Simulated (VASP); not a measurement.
# Be3Se (I4/mmm) in VASP: single point with PBE

Aim: the single point of Be3Se with PBE.

Everything below comes from runs of VASP 6.6.1. Logs are shortened: lines on timing, memory, paths and dates and some standing lists are left out, and cuts for length are marked.

### Step 1. The cell of the first run

It takes space group I4/mmm (No. 139, tetragonal). Conventional cell: a = 3.231 Å, b = 3.231 Å, c = 9.680 Å, α = 90.00°, β = 90.00°, γ = 90.00°. Be (site symmetry 4/mmm) has 4 Se at 2.28 Å and 8 Be at 2.91 Å within 3.0 Å. Within 3.0 Å of Be (site symmetry -4m2) lie 8 Be at 2.28 to 2.91 Å and 4 Se at 2.91 Å. Within 3.0 Å of Se (site symmetry 4/mmm) lie 12 Be at 2.28 to 2.91 Å.

### Step 2. Single point, PBE

Contents of INCAR:

```
ALGO = Normal
EDIFF = 1E-6
ENCUT = 520
GGA = PE
ISIF = 2
ISMEAR = 0
LASPH = True
LCHARG = True
LELF = True
LREAL = False
LVHAR = True
LWAVE = False
NBANDS = 14
NELM = 100
PREC = Accurate
SIGMA = 0.1
```

Contents of KPOINTS:

```
k-points
0
Gamma
  18 18 18
```

Contents of POSCAR:

```
Be3Se
1.0
   -1.6155933025      1.6155933025      4.8401273514
    1.6155933025     -1.6155933025      4.8401273514
    1.6155933025      1.6155933025     -4.8401273514
Be Se
3 1
Direct
    0.5000000000      0.5000000000      0.0000000000
    0.2500000000      0.7500000000      0.5000000000
    0.7500000000      0.2500000000      0.5000000000
    0.0000000000      0.0000000000      0.0000000000
```

Potentials or basis: VASP PAW PBE potentials, release 64 (Be, Se).

On the command line:

```sh
cat potpaw_PBE.64/Be/POTCAR potpaw_PBE.64/Se/POTCAR > POTCAR
mpirun -np 1 vasp_std > vasp.out
```

OUTCAR:

```text
EDIFF = 1E-6
   ENCUT = 520
   GGA = PE
   ISIF = 2
   ISMEAR = 0
   LASPH = True
   LREAL = False
   NELM = 100
   PREC = Accurate

 ion  position               nearest neighbor table
   1  0.500  0.500  0.000-   4 2.28   4 2.28   4 2.28   4 2.28
   2  0.250  0.750  0.500-   3 2.28   3 2.28   3 2.28   3 2.28
   3  0.750  0.250  0.500-   2 2.28   2 2.28   2 2.28   2 2.28
   4  0.000  0.000  0.000-   1 2.28   1 2.28   1 2.28   1 2.28

  LATTYP: Found a body centered tetragonal cell.
 ALAT       =     3.2311866050
 C/A-ratio  =     2.9958822829

  Lattice vectors:

 A1 = (  -1.6155933025,   1.6155933025,   4.8401273514)
 A2 = (   1.6155933025,  -1.6155933025,   4.8401273514)
 A3 = (   1.6155933025,   1.6155933025,  -4.8401273514)

Analysis of symmetry for initial positions (statically):
=====================================================================
 Subroutine PRICEL returns:
 Original cell was already a primitive cell.

 Routine SETGRP: Setting up the symmetry group for a
 body centered tetragonal supercell.

 Subroutine GETGRP returns: Found 16 space group operations
 (whereof 16 operations were pure point group operations)
 out of a pool of 16 trial point group operations.

The static configuration has the point symmetry D_4h.

Analysis of symmetry for dynamics (positions and initial velocities):
=====================================================================
 Subroutine PRICEL returns:
 Original cell was already a primitive cell.

 Routine SETGRP: Setting up the symmetry group for a
 body centered tetragonal supercell.

 Subroutine GETGRP returns: Found 16 space group operations
 (whereof 16 operations were pure point group operations)
 out of a pool of 16 trial point group operations.

The dynamic configuration has the point symmetry D_4h.

 Subroutine INISYM returns: Found 16 space group operations
 (whereof 16 operations are pure point group operations),
 and found     1 'primitive' translations

----------------------------------------------------------------------------------------

                                     Primitive cell

  volume of cell :      50.5337

  direct lattice vectors                    reciprocal lattice vectors
    -1.615593302  1.615593302  4.840127351     0.000000000  0.309483828  0.103303067
     1.615593302 -1.615593302  4.840127351     0.309483828  0.000000000  0.103303067
     1.615593302  1.615593302 -4.840127351     0.309483828  0.309483828  0.000000000

  length of vectors
     5.352300086  5.352300086  5.352300086     0.326269465  0.326269465  0.437676227

  position of ions in fractional coordinates (direct lattice)
     0.500000000  0.500000000  0.000000000
     0.250000000  0.750000000  0.500000000
     0.750000000  0.250000000  0.500000000
     0.000000000  0.000000000  0.000000000

  ion indices of the primitive-cell ions
   primitive index   ion index
                 1           1
                 2           2
                 3           3
                 4           4

----------------------------------------------------------------------------------------

 KPOINTS: k-points

Automatic generation of k-mesh.
 Grid dimensions read from file:
 generate k-points for:   18   18   18

 Generating k-lattice:

  Cartesian coordinates                     Fractional coordinates (reciprocal lattice)
     0.000000000  0.017193546  0.005739059     0.055555556  0.000000000  0.000000000
     0.017193546  0.000000000  0.005739059     0.000000000  0.055555556  0.000000000
     0.017193546  0.017193546  0.000000000     0.000000000  0.000000000  0.055555556

  Length of vectors
     0.018126081  0.018126081  0.024315346

  Shift w.r.t. Gamma in fractional coordinates (k-lattice)
     0.000000000  0.000000000  0.000000000

 Subroutine IBZKPT returns following result:
 ===========================================

 Found    480 irreducible k-points:

 Following reciprocal coordinates:
            Coordinates               Weight
  0.000000  0.000000  0.000000      1.000000
  0.055556  0.000000 -0.000000      8.000000
  0.111111  0.000000 -0.000000      8.000000
  0.166667  0.000000 -0.000000      8.000000
  0.222222  0.000000 -0.000000      8.000000
  0.277778  0.000000 -0.000000      8.000000
[... 16 lines left out ...]
 -0.277778  0.055556  0.000000     16.000000
 -0.222222  0.055556  0.000000     16.000000
 [... further k-points ...]
   k-points           NKPTS =    480   k-points in BZ     NKDIM =    480   number of bands    NBANDS=     14
   number of dos      NEDOS =    301   number of ions     NIONS =      4
   total plane-waves  NPLWV =  64000
   dimension x,y,z NGX =    40 NGY =   40 NGZ =   40
   dimension x,y,z NGXF=    80 NGYF=   80 NGZF=   80
   ions per type =               3   1
   NGX,Y,Z   is equivalent  to a cutoff of  12.42, 12.42, 12.42 a.u.
   NGXF,Y,Z  is equivalent  to a cutoff of  24.85, 24.85, 24.85 a.u.
 SYSTEM =  unknown system
   PREC   = accura    normal or accurate (medium, high low for compatibility)
   ISTART =      0    job   : 0-new  1-cont  2-samecut
   ICHARG =      2    charge: 1-file 2-atom 10-const
   ISPIN  =      1    spin polarized calculation?
   LNONCOLLINEAR =      F non collinear calculations
   LSORBIT =      F    spin-orbit coupling
   LASPH  =      T    aspherical Exc in radial PAW
   ENCUT  =  520.0 eV  38.22 Ry    6.18 a.u.   9.95  9.95  9.95*2*pi/ulx,y,z
   NELM   =    100;   NELMIN=  2; NELMDL= -5     # of ELM steps
   EDIFF  = 0.1E-05   stopping-criterion for ELM
   LREAL  =      F    real-space projection
   EDIFFG = 0.1E-04   stopping-criterion for IOM
   NSW    =      0    number of steps for IOM
   IBRION =     -1    ionic relax: 0-MD 1-quasi-New 2-CG
   NFREE  =      0    steps in history (QN), initial steepest desc. (CG)
   ISIF   =      2    stress and relaxation
   ISYM   =      2    0-nonsym 1-usesym 2-fastsym
   POTIM  = 0.5000    time-step for ionic-motion
   TEBEG  =    0.0;   TEEND  =   0.0 temperature during run
   PSTRESS=    0.0 pullay stress
   NELECT =      12.0000    total number of electrons
   NUPDOWN=      -1.0000    fix difference up-down
   EMIN   =  10.00;   EMAX   =-10.00  energy-range for DOS
   EFERMI =   0.00;   METHOD = LEGACY
   ISMEAR =     0;   SIGMA  =   0.10  broadening in eV -4-tet -1-fermi 0-gaus
   EFERMI_NEDOS =   21; number of points for ismear=-14 and -15
   IALGO  =     38    algorithm
   IMIX   =      4    mixing-type and parameters
     AMIX     =   0.40;   BMIX     =  1.00
     AMIX_MAG =   1.60;   BMIX_MAG =  1.00
  volume/ion in A,a.u.               =      12.63        85.25
  Fermi-wavevector in a.u.,A,eV,Ry     =   1.013775  1.915757 13.983251  1.027740
  Thomas-Fermi vector in A             =   2.146964
   LORBIT       =      0    0 simple, 1 ext, 2 COOP (PROOUT), +10 PAW based schemes
   GGA     = PE    functional components
   LHFCALC =     F    Hartree Fock is set to
   AEXX    =    0.0000 exact exchange contribution
   IVDW    =     0    specifies the selected vdW correction
   LEPSILON=     F    determine dielectric tensor
   LRPA    =     F    only Hartree local field effects (RPA)
 non-spin polarized calculation
 Gauss-broadening in eV      SIGMA  =   0.10
  energy-cutoff  :      520.00
  volume of cell :       50.53
 maximum number of plane-waves:      1385
   NGX = 19   NGY = 19   NGZ = 19

 number of electron      12.0000000 magnetization

 Free energy of the ion-electron system (eV)
  ---------------------------------------------------
  ext. energy  EPLUGINS =         0.00000000
  ---------------------------------------------------
  free energy    TOTEN  =       -12.52107035 eV

  energy without entropy =      -12.51719807  energy(sigma->0) =      -12.51913421

 E-fermi :   6.1369     XC(G=0): -10.0955

 val. band max:        6.1362466216   @ k =  -0.3333   0.3889   0.0556
 cond. band min:       6.1405483937   @ k =  -0.4444   0.5000   0.0556
 fundamental gap:      0.0043017721
 Fermi energy:         6.1369354644

 k-point     1 :       0.0000    0.0000    0.0000
  band No.  band energies     occupation
      1      -9.9147      2.00000
      2      -0.7587      2.00000
      3      -0.0013      2.00000
      4       2.9584      2.00000
      5       2.9584      2.00000
      6       7.5878      0.00000
      7       7.5878      0.00000
      8       8.1821      0.00000
      9       9.2411      0.00000
     10       9.3912      0.00000
     11      13.4907      0.00000
     12      13.7245      0.00000
     13      15.7539      0.00000
     14      15.7539      0.00000

 k-point     2 :       0.0556    0.0000   -0.0000
  band No.  band energies     occupation
      1      -9.8859      2.00000
      2      -0.7964      2.00000
      3       0.0985      2.00000
      4       2.7101      2.00000
      5       2.9951      2.00000
      6       7.1671      0.00000
      7       7.6370      0.00000
      8       8.3075      0.00000
      9       9.5489      0.00000
     10       9.6018      0.00000
     11      13.4923      0.00000
     12      13.7969      0.00000
     13      15.2845      0.00000
     14      15.6569      0.00000

 k-point     3 :       0.1111    0.0000   -0.0000
  band No.  band energies     occupation
      1      -9.8008      2.00000
      2      -0.8610      2.00000
      3       0.3224      2.00000
      4       2.1301      2.00000
      5       3.1044      2.00000
      6       6.3532      0.00222
      7       7.7843      0.00000
      8       8.5108      0.00000
      9      10.0093      0.00000
     10      10.2566      0.00000
     11      13.4613      0.00000
     12      13.9342      0.00000
     13      14.2929      0.00000
     14      15.3877      0.00000
[... 324 lines left out ...]
 k-point    23 :      -0.2778    0.0556    0.0000
  band No.  band energies     occupation
      1      -9.2459      2.00000
      2      -1.0448      2.00000
      3      -0.1621      2.00000
      4       1.8603      2.00000
      5       3.5217      2.00000
      6       3.8783      2.00000
      7       8.4709      0.00000
      8       9.2335      0.00000
      9      10.0184      0.00000
     10      10.7690      0.00000
     11      12.0514      0.00000
     12      13.8275      0.00000
     13      14.0129      0.00000
     14      14.5994      0.00000

 k-point    24 :      -0.2222    0.0556    0.0000
  band No.  band energies     occupation
      1      -9.4578      2.00000
      2      -0.7329      2.00000
      3       0.0799      2.00000
      4       1.4945      2.00000
      5       3.2708      2.00000
      6       4.5870      2.00000
      7       8.0612      0.00000
      8       9.1285      0.00000
      9      10.4079      0.00000
     10      11.6839      0.00000
     11      11.9439      0.00000
     12      13.6550      0.00000
     13      13.9439      0.00000
     14      15.0099      0.00000

 [... further k-points ...]

------------------------ aborting loop because EDIFF is reached ----------------------------------------

  FORCE on cell =-STRESS in cart. coord.  units (eV):
  Direction    XX          YY          ZZ          XY          YZ          ZX
  --------------------------------------------------------------------------------------
  -------------------------------------------------------------------------------------
  Total        0.0519832      0.0519832     -0.0000637      0.0000000      0.0000000     -0.0000000
  in kB        1.6481359      1.6481359     -0.0020192      0.0000000      0.0000000     -0.0000000
  external PRESSURE =       1.0980842 kB  Pullay stress =       0.0000000 kB

 VOLUME and BASIS-vectors are now :
 -----------------------------------------------------------------------------
  energy-cutoff  :      520.00
  volume of cell :       50.53
      direct lattice vectors                 reciprocal lattice vectors
    -1.615593302  1.615593302  4.840127351     0.000000000  0.309483828  0.103303067
     1.615593302 -1.615593302  4.840127351     0.309483828  0.000000000  0.103303067
     1.615593302  1.615593302 -4.840127351     0.309483828  0.309483828  0.000000000

 POSITION                                       TOTAL-FORCE (eV/Angst)
 -----------------------------------------------------------------------------------
      0.00000      0.00000      4.84013        -0.000000      0.000000      0.000000
      1.61559     -0.00000      2.42006        -0.000000      0.000000      0.000000
     -0.00000      1.61559      2.42006         0.000000     -0.000000     -0.000000
      0.00000      0.00000      0.00000        -0.000000      0.000000      0.000000
 -----------------------------------------------------------------------------------
    total drift:                               -0.000000     -0.000000      0.000000

  FREE ENERGIE OF THE ION-ELECTRON SYSTEM (eV)
  ---------------------------------------------------
  free  energy   TOTEN  =       -12.5210703487 eV

  energy  without entropy=      -12.5171980734  energy(sigma->0) =      -12.51913421
```

It took 4.7 min on 1 thread of Intel Xeon 6975P-C (Granite Rapids), shared host; peak memory 0.47 GiB.

What came out:

```yaml
Free_energy: -12.5211 eV
Pressure: 0.1 GPa
Band_gap_on_the_k_mesh: zero (bands 6 and 7 overlap by 2.52 eV)
```

Stress tensor (GPa, compression positive):
```
0.16 0.00 0.00
0.00 0.16 0.00
0.00 0.00 0.00
```

Levels at points of the mesh, in eV from the Fermi level:
| k point | band 3 | band 4 | band 5 | band 6 | band 7 | band 8 | band 9 | band 10 |
| --- | --- | --- | --- | --- | --- | --- | --- | --- |
| (0.00, 0.00, 0.00) | -6.14 | -3.18 | -3.18 | 1.45 | 1.45 | 2.05 | 3.10 | 3.25 |
| (0.50, 0.00, 0.00) | -5.87 | -4.72 | -1.26 | -0.91 | 0.21 | 2.53 | 3.15 | 5.34 |
| (0.50, 0.50, 0.00) | -7.51 | -4.68 | -3.60 | -0.90 | -0.84 | -0.16 | 1.36 | 1.42 |
| (0.50, 0.50, 0.50) | -3.40 | -3.40 | -0.68 | -0.47 | 2.45 | 2.45 | 2.59 | 3.45 |
